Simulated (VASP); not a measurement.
# Sb (R-3m) in VASP: notebook

The runs below take Sb through single point, relaxation of cell and atoms, with PBEsol.

Everything below comes from runs of VASP 6.6.1. Logs are shortened: lines on timing, memory, paths and dates and some standing lists are left out, and cuts for length are marked.

### 1 The cell of the first run

It takes space group R-3m (No. 166, trigonal). The conventional cell has a = 4.320 Å, b = 4.320 Å, c = 11.212 Å, α = 90.00°, β = 90.00°, γ = 120.00°. Sb (site symmetry 3m) has 6 Sb at 2.91 to 3.35 Å within 3.8 Å.

### 2 Single point, PBEsol

File INCAR:

```
SYSTEM = Sb
PREC = Accurate
ENCUT = 520
EDIFF = 1E-6
ISMEAR = -1
SIGMA = 0.05
LREAL = .FALSE.
LASPH = .TRUE.
NELM = 80
ALGO = Normal
ISIF = 2
LWAVE = .FALSE.
LCHARG = .FALSE.
GGA = PS
NBANDS = 12
```

File KPOINTS:

```
Automatic mesh
0
G
  6 6 6
  0 0 0
```

File POSCAR:

```
Sb
1.0
    2.1597885239      1.2469544857      3.7374016643
   -2.1597885239      1.2469544857      3.7374016643
    0.0000000000     -2.4939089713      3.7374016643
Sb
2
Direct
    0.2336627914      0.2336627914      0.2336627914
    0.7663372086      0.7663372086      0.7663372086
```

Potentials or basis: VASP PAW PBE potentials, release 64 (Sb).

Launch:

```
> cat potpaw_PBE.64/Sb/POTCAR > POTCAR
> mpirun -np 1 vasp_std > vasp.out
```

OUTCAR:

```text
SYSTEM = Sb
   PREC = Accurate
   ENCUT = 520
   EDIFF = 1E-6
   ISMEAR = -1
   LREAL = .FALSE.
   LASPH = .TRUE.
   NELM = 80
   ISIF = 2
   GGA = PS

 ion  position               nearest neighbor table
   1  0.234  0.234  0.234-   2 2.91   2 2.91   2 2.91   2 3.35   2 3.35   2 3.35
   2  0.766  0.766  0.766-   1 2.91   1 2.91   1 2.91   1 3.35   1 3.35   1 3.35

  LATTYP: Found a trigonal (rhomboedric) cell.
 ALAT       =     4.4930783610
 COS(alpha) =     0.5378696746

  Lattice vectors:

 A1 = (   2.1597885239,   1.2469544857,   3.7374016643)
 A2 = (  -2.1597885239,   1.2469544857,   3.7374016643)
 A3 = (   0.0000000000,  -2.4939089713,   3.7374016643)

Analysis of symmetry for initial positions (statically):
=====================================================================
 Subroutine PRICEL returns:
 Original cell was already a primitive cell.

 Routine SETGRP: Setting up the symmetry group for a
 trigonal (rhombohedral) supercell.

 Subroutine GETGRP returns: Found 12 space group operations
 (whereof 12 operations were pure point group operations)
 out of a pool of 12 trial point group operations.

The static configuration has the point symmetry D_3d.

Analysis of symmetry for dynamics (positions and initial velocities):
=====================================================================
 Subroutine PRICEL returns:
 Original cell was already a primitive cell.

 Routine SETGRP: Setting up the symmetry group for a
 trigonal (rhombohedral) supercell.

 Subroutine GETGRP returns: Found 12 space group operations
 (whereof 12 operations were pure point group operations)
 out of a pool of 12 trial point group operations.

The dynamic configuration has the point symmetry D_3d.

 Subroutine INISYM returns: Found 12 space group operations
 (whereof 12 operations are pure point group operations),
 and found     1 'primitive' translations

----------------------------------------------------------------------------------------

                                     Primitive cell

  volume of cell :      60.3925

  direct lattice vectors                    reciprocal lattice vectors
     2.159788524  1.246954486  3.737401664     0.231504147  0.133658982  0.089188523
    -2.159788524  1.246954486  3.737401664    -0.231504147  0.133658982  0.089188523
     0.000000000 -2.493908971  3.737401664     0.000000000 -0.267317963  0.089188523

  length of vectors
     4.493078361  4.493078361  4.493078361     0.281803985  0.281803985  0.281803985

  position of ions in fractional coordinates (direct lattice)
     0.233662791  0.233662791  0.233662791
     0.766337209  0.766337209  0.766337209

  ion indices of the primitive-cell ions
   primitive index   ion index
                 1           1
                 2           2

----------------------------------------------------------------------------------------

 KPOINTS: Automatic mesh

Automatic generation of k-mesh.
 Grid dimensions read from file:
 generate k-points for:    6    6    6

 Generating k-lattice:

  Cartesian coordinates                     Fractional coordinates (reciprocal lattice)
     0.038584025  0.022276497  0.014864754     0.166666667  0.000000000  0.000000000
    -0.038584025  0.022276497  0.014864754     0.000000000  0.166666667  0.000000000
     0.000000000 -0.044552994  0.014864754     0.000000000  0.000000000  0.166666667

  Length of vectors
     0.046967331  0.046967331  0.046967331

  Shift w.r.t. Gamma in fractional coordinates (k-lattice)
     0.000000000  0.000000000  0.000000000

 Subroutine IBZKPT returns following result:
 ===========================================

 Found     32 irreducible k-points:

 Following reciprocal coordinates:
            Coordinates               Weight
  0.000000  0.000000  0.000000      1.000000
  0.166667  0.000000 -0.000000      6.000000
  0.333333  0.000000  0.000000      6.000000
  0.500000  0.000000  0.000000      3.000000
  0.166667  0.166667 -0.000000      6.000000
  0.333333  0.166667  0.000000     12.000000
[... 16 lines left out ...]
  0.500000  0.500000  0.166667      6.000000
 -0.333333  0.500000  0.166667     12.000000
 [... further k-points ...]
   k-points           NKPTS =     32   k-points in BZ     NKDIM =     32   number of bands    NBANDS=     12
   number of dos      NEDOS =    301   number of ions     NIONS =      2
   total plane-waves  NPLWV =  46656
   dimension x,y,z NGX =    36 NGY =   36 NGZ =   36
   dimension x,y,z NGXF=    72 NGYF=   72 NGZF=   72
   ions per type =               2
   NGX,Y,Z   is equivalent  to a cutoff of  13.32, 13.32, 13.32 a.u.
   NGXF,Y,Z  is equivalent  to a cutoff of  26.64, 26.64, 26.64 a.u.
 SYSTEM =  Sb
   PREC   = accura    normal or accurate (medium, high low for compatibility)
   ISTART =      0    job   : 0-new  1-cont  2-samecut
   ICHARG =      2    charge: 1-file 2-atom 10-const
   ISPIN  =      1    spin polarized calculation?
   LNONCOLLINEAR =      F non collinear calculations
   LSORBIT =      F    spin-orbit coupling
   LASPH  =      T    aspherical Exc in radial PAW
   ENCUT  =  520.0 eV  38.22 Ry    6.18 a.u.   8.35  8.35  8.35*2*pi/ulx,y,z
   NELM   =     80;   NELMIN=  2; NELMDL= -5     # of ELM steps
   EDIFF  = 0.1E-05   stopping-criterion for ELM
   LREAL  =      F    real-space projection
   EDIFFG = 0.1E-04   stopping-criterion for IOM
   NSW    =      0    number of steps for IOM
   IBRION =     -1    ionic relax: 0-MD 1-quasi-New 2-CG
   NFREE  =      0    steps in history (QN), initial steepest desc. (CG)
   ISIF   =      2    stress and relaxation
   ISYM   =      2    0-nonsym 1-usesym 2-fastsym
   POTIM  = 0.5000    time-step for ionic-motion
   TEBEG  =    0.0;   TEEND  =   0.0 temperature during run
   PSTRESS=    0.0 pullay stress
   NELECT =      10.0000    total number of electrons
   NUPDOWN=      -1.0000    fix difference up-down
   EMIN   =  10.00;   EMAX   =-10.00  energy-range for DOS
   EFERMI =   0.00;   METHOD = LEGACY
   ISMEAR =    -1;   SIGMA  =   0.05  broadening in eV -4-tet -1-fermi 0-gaus
   EFERMI_NEDOS =   21; number of points for ismear=-14 and -15
   IALGO  =     38    algorithm
   IMIX   =      4    mixing-type and parameters
     AMIX     =   0.40;   BMIX     =  1.00
     AMIX_MAG =   1.60;   BMIX_MAG =  1.00
  volume/ion in A,a.u.               =      30.20       203.77
  Fermi-wavevector in a.u.,A,eV,Ry     =   0.898974  1.698815 10.995610  0.808155
  Thomas-Fermi vector in A             =   2.021750
   LORBIT       =      0    0 simple, 1 ext, 2 COOP (PROOUT), +10 PAW based schemes
   GGA     = PS    functional components
   LHFCALC =     F    Hartree Fock is set to
   AEXX    =    0.0000 exact exchange contribution
   IVDW    =     0    specifies the selected vdW correction
   LEPSILON=     F    determine dielectric tensor
   LRPA    =     F    only Hartree local field effects (RPA)
 non-spin polarized calculation
  energy-cutoff  :      520.00
  volume of cell :       60.39
 maximum number of plane-waves:      1648
 NGX is ok and might be reduce to    36
   NGX = 17   NGY = 17   NGZ = 17

 number of electron      10.0000000 magnetization

 Free energy of the ion-electron system (eV)
  ---------------------------------------------------
  ext. energy  EPLUGINS =         0.00000000
  ---------------------------------------------------
  free energy    TOTEN  =        -9.13180599 eV

  energy without entropy =       -9.12915263  energy(sigma->0) =       -9.13047931

 E-fermi :   7.1554     XC(G=0):  -9.6678

 val. band max:        6.8916287404   @ k =   0.5000   0.0000   0.0000
 cond. band min:       7.1719214684   @ k =   0.3333   0.1667   0.1667
 fundamental gap:      0.2802927280
 Fermi energy:         7.1554281166

 k-point     1 :       0.0000    0.0000    0.0000
  band No.  band energies     occupation
      1      -5.5938      2.00000
      2       2.3343      2.00000
      3       5.1286      2.00000
      4       5.3230      2.00000
      5       5.3230      2.00000
      6       9.2183      0.00000
      7       9.8411      0.00000
      8       9.8411      0.00000
      9      12.1611      0.00000
     10      12.1611      0.00000
     11      12.3459      0.00000
     12      13.6055      0.00000

 k-point     2 :       0.1667    0.0000   -0.0000
  band No.  band energies     occupation
      1      -5.2883      2.00000
      2       1.1437      2.00000
      3       5.1583      2.00000
      4       5.2649      2.00000
      5       5.7841      2.00000
      6       8.9079      0.00000
      7       9.1281      0.00000
      8       9.1659      0.00000
      9      11.6080      0.00000
     10      12.1720      0.00000
     11      12.4479      0.00000
     12      15.3764      0.00000

 k-point     3 :       0.3333    0.0000    0.0000
  band No.  band energies     occupation
      1      -4.3902      2.00000
      2      -0.9119      2.00000
      3       5.2073      2.00000
      4       5.2402      2.00000
      5       6.3095      2.00000
      6       7.7987      0.00001
      7       7.9141      0.00000
      8       8.0734      0.00000
      9      12.7621      0.00000
     10      13.5360      0.00000
     11      14.0232      0.00000
     12      17.6846      0.00000

 k-point     4 :       0.5000    0.0000    0.0000
  band No.  band energies     occupation
      1      -3.2327      2.00000
      2      -2.5188      2.00000
      3       5.2123      2.00000
      4       5.3684      2.00000
      5       6.8493      1.99563
      6       6.8916      1.98983
      7       7.3296      0.05954
      8       7.6040      0.00025
      9      14.7106      0.00000
     10      15.4400      0.00000
     11      16.1148      0.00000
     12      16.1461      0.00000

 k-point     5 :       0.1667    0.1667   -0.0000
  band No.  band energies     occupation
      1      -5.2068      2.00000
      2       1.1228      2.00000
      3       4.4484      2.00000
      4       4.7034      2.00000
      5       6.5904      1.99998
      6       7.8692      0.00000
      7       9.4620      0.00000
      8      10.3699      0.00000
      9      11.4077      0.00000
     10      12.9298      0.00000
     11      13.2242      0.00000
     12      14.4649      0.00000
[... 228 lines left out ...]
      1      -2.8907      2.00000
      2      -2.0560      2.00000
      3       2.7145      2.00000
      4       2.7790      2.00000
      5       6.3955      2.00000
      6       7.6290      0.00015
      7      11.2006      0.00000
      8      11.4209      0.00000
      9      12.5497      0.00000
     10      13.0141      0.00000
     11      16.8598      0.00000
     12      17.1080      0.00000

 k-point    22 :      -0.1667    0.3333    0.1667
  band No.  band energies     occupation
      1      -3.6715      2.00000
      2      -1.2184      2.00000
      3       2.8884      2.00000
      4       3.7097      2.00000
      5       5.4435      2.00000
      6       8.3623      0.00000
      7      10.3823      0.00000
      8      10.4639      0.00000
      9      12.1619      0.00000
     10      15.0271      0.00000
     11      15.3587      0.00000
     12      16.3751      0.00000

 k-point    23 :       0.5000    0.5000    0.1667
  band No.  band energies     occupation
      1      -3.5097      2.00000
      2      -0.9887      2.00000
      3       1.9845      2.00000
      4       3.7833      2.00000
      5       4.1813      2.00000
      6       9.3123      0.00000
      7      10.9072      0.00000
      8      11.8282      0.00000
      9      12.8437      0.00000
     10      15.9361      0.00000
     11      16.2992      0.00000
     12      16.8790      0.00000

 k-point    24 :      -0.3333    0.5000    0.1667
  band No.  band energies     occupation
      1      -2.9248      2.00000
      2      -1.5640      2.00000
      3       1.8033      2.00000
      4       2.7018      2.00000
      5       5.3017      2.00000
      6       9.0634      0.00000
      7      10.3776      0.00000
      8      12.7928      0.00000
      9      13.0729      0.00000
     10      14.1574      0.00000
     11      16.9445      0.00000
     12      17.7493      0.00000

 [... further k-points ...]
[... 5 lines left out ...]
  --------------------------------------------------------------------------------------
  -------------------------------------------------------------------------------------
  Total        0.0689595      0.0689595      0.0527516      0.0000000      0.0000000     -0.0000000
  in kB        1.8294552      1.8294552      1.3994686      0.0000000      0.0000000     -0.0000000
  external PRESSURE =       1.6861263 kB  Pullay stress =       0.0000000 kB

 VOLUME and BASIS-vectors are now :
 -----------------------------------------------------------------------------
  energy-cutoff  :      520.00
  volume of cell :       60.39
      direct lattice vectors                 reciprocal lattice vectors
     2.159788524  1.246954486  3.737401664     0.231504147  0.133658982  0.089188523
    -2.159788524  1.246954486  3.737401664    -0.231504147  0.133658982  0.089188523
     0.000000000 -2.493908971  3.737401664     0.000000000 -0.267317963  0.089188523

 POSITION                                       TOTAL-FORCE (eV/Angst)
 -----------------------------------------------------------------------------------
      0.00000      0.00000      2.61988         0.000000      0.000000      0.057778
      0.00000      0.00000      8.59233         0.000000     -0.000000     -0.057778
 -----------------------------------------------------------------------------------
    total drift:                               -0.000000     -0.000000      0.000000

  FREE ENERGIE OF THE ION-ELECTRON SYSTEM (eV)
  ---------------------------------------------------
  free  energy   TOTEN  =        -9.1318059946 eV

  energy  without entropy=       -9.1291526271  energy(sigma->0) =       -9.13047931
```

Run time: 11 s. Hardware: 1 thread of Intel Xeon 6975P-C (Granite Rapids), shared host; peak memory 0.19 GiB.

What came out:

* Free energy: -9.1318 eV
* Pressure: 0.2 GPa
* Largest force: 0.058 eV/Å
* Band gap on the k mesh: zero (band 5 reaches 7.17 eV, above the bottom of band 6 at 6.89 eV)

Forces on the atoms (eV/Å):
```
Sb   0.000  0.000  0.058
Sb   0.000  0.000 -0.058
```

Levels at points of the mesh, in eV from the Fermi level:
```csv
k point,band 1,band 2,band 3,band 4,band 5,band 6,band 7,band 8,band 9,band 10
"(0.00, 0.00, 0.00)",-12.75,-4.82,-2.03,-1.83,-1.83,2.06,2.69,2.69,5.01,5.01
"(0.50, 0.00, 0.00)",-10.39,-9.67,-1.94,-1.79,-0.31,-0.26,0.17,0.45,7.56,8.28
"(0.50, 0.50, 0.00)",-10.38,-8.02,-5.48,-3.76,-3.71,1.46,4.94,5.48,6.94,8.73
"(0.50, 0.50, 0.50)",-11.18,-9.01,-1.35,-1.35,-0.58,0.07,0.07,1.04,6.96,8.68
```

Caveat: the PAW data sets were made with another functional, which shifts forces and pressure a little; spin-orbit coupling is left out, which moves the levels of the heavy elements.

### 3 Relaxation of cell and atoms, PBEsol

File INCAR:

```
ALGO = Normal
EDIFF = 1E-6
EDIFFG = -0.02
ENCUT = 600
GGA = PS
IBRION = 2
ISIF = 3
ISMEAR = -1
LASPH = T
LCHARG = F
LREAL = F
LWAVE = F
NELM = 60
NSW = 80
PREC = Accurate
SIGMA = 0.05
```

File KPOINTS:

```
k-points
0
Gamma
  6 6 6
```

File POSCAR:

```
Sb
1.0
    2.1542000000      1.2437279500      3.7580000000
   -2.1542000000      1.2437279500      3.7580000000
    0.0000000000     -2.4874559000      3.7580000000
Sb
2
Direct
    0.2334900000      0.2334900000      0.2334900000
    0.7665100000      0.7665100000      0.7665100000
```

Potentials or basis: VASP PAW PBE potentials, release 64 (Sb).

Launch:

```
> cat potpaw_PBE.64/Sb/POTCAR > POTCAR
> mpirun -np 1 vasp_std > vasp.out
```

Wall time 32 s (1 thread of Intel Xeon 6975P-C (Granite Rapids), shared host); peak memory 0.2 GiB.

The run converged. Its results:

| Property | Result |
| --- | --- |
| Free energy | -9.1322 eV |
| Relaxed volume | 30.19 Å³/atom |
| Relaxed cell | a = 4.489 Å, b = 4.489 Å, c = 4.489 Å, α = 57.57°, β = 57.57°, γ = 57.57° |
| Space group after relaxing (to 0.05 Å) | R-3m (No. 166) |
| Energy gained by relaxing | 0.5 meV/atom |
| Ionic steps | 5 |
| Pressure after relaxing | 0.0 GPa |
| Largest force after relaxing | 0.003 eV/Å |
| Band gap on the k mesh | zero (band 5 reaches 7.17 eV, above the bottom of band 6 at 6.90 eV) |

Forces on the atoms (eV/Å):
```
Sb   0.000  0.000  0.003
Sb   0.000  0.000 -0.003
```

Step by step:
| step | energy change (eV) | largest force (eV/Å) | pressure (GPa) | volume (Å³) |
| --- | --- | --- | --- | --- |
| 1 | 0.0000 | 0.0699 | 0.26 | 60.41 |
| 2 | -0.0004 | 0.0000 | -0.26 | 60.84 |
| 3 | -0.0005 | 0.0208 | -0.11 | 60.71 |
| 4 | -0.0007 | 0.0156 | -0.08 | 60.61 |
| 5 | -0.0010 | 0.0034 | 0.01 | 60.37 |

Final structure:
```cif
data_structure
_symmetry_space_group_name_H-M 'P 1'
_symmetry_Int_Tables_number 1
_cell_length_a 4.4887
_cell_length_b 4.4887
_cell_length_c 4.4887
_cell_angle_alpha 57.569
_cell_angle_beta 57.569
_cell_angle_gamma 57.569
_cell_volume 60.37
loop_
_atom_site_label
_atom_site_type_symbol
_atom_site_fract_x
_atom_site_fract_y
_atom_site_fract_z
_atom_site_occupancy
Sb1 Sb 0.23418 0.23418 0.23418 1
Sb2 Sb 0.76582 0.76582 0.76582 1
```

Levels at points of the mesh, in eV from the Fermi level:
| k point | band 1 | band 2 | band 3 | band 4 | band 5 | band 6 | band 7 | band 8 | band 9 |
| --- | --- | --- | --- | --- | --- | --- | --- | --- | --- |
| (0.00, 0.00, 0.00) | -12.73 | -4.82 | -2.02 | -1.82 | -1.82 | 2.12 | 2.71 | 2.71 | 4.99 |
| (0.50, 0.00, 0.00) | -10.36 | -9.67 | -1.90 | -1.75 | -0.31 | -0.25 | 0.17 | 0.41 | 7.59 |
| (0.50, 0.50, 0.00) | -10.36 | -7.99 | -5.50 | -3.76 | -3.70 | 1.49 | 4.95 | 5.46 | 6.95 |
| (0.50, 0.50, 0.50) | -11.13 | -9.04 | -1.32 | -1.32 | -0.55 | 0.05 | 0.05 | 1.01 | 7.01 |

Caveat: the PAW data sets were made with another functional, which shifts forces and pressure a little; spin-orbit coupling is left out, which moves the levels of the heavy elements.
